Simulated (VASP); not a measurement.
MgO, 2 atoms in the cell. It takes space group Pm-3m (No. 221, cubic). Conventional cell: a = 2.623 Å, b = 2.623 Å, c = 2.623 Å, α = 90.00°, β = 90.00°, γ = 90.00°. Mg (site symmetry m-3m) has 8 O at 2.27 Å and 6 Mg at 2.62 Å within 3.0 Å. O (site symmetry m-3m) has 8 Mg at 2.27 Å and 6 O at 2.62 Å within 3.0 Å. 

| Item | Value |
| --- | --- |
| Program | VASP 6.6.1 |
| Task | single point |
| Functional | PBE |
| Potentials or basis | VASP PAW PBE potentials, release 64 (Mg, O) |
| Cutoff | 600 eV |
| k mesh | 2 × 2 × 2 |
| Occupations | gaussian, width 0.01 eV |
| Spin | no spin polarisation |
| Dipole correction | no |
| Further INCAR settings | ALGO = Normal; EDIFF = 1e-06; NBANDS = 11 |

Potentials or basis: VASP PAW PBE potentials, release 64 (Mg, O).

Run with:

```console
$ cat potpaw_PBE.64/Mg/POTCAR potpaw_PBE.64/O/POTCAR > POTCAR
$ mpirun -np 1 vasp_std > vasp.out
```

Hardware: 1 thread of Intel(R) Xeon(R) 6975P-C (Granite Rapids), with other jobs on the host.

Problem. Estimate the wall time of this run.

Solution. It took 2 s on 1 thread of Intel(R) Xeon(R) 6975P-C (Granite Rapids), on a shared host, peak memory 0.13 GiB. Counts: scf iterations 12, k points 4.
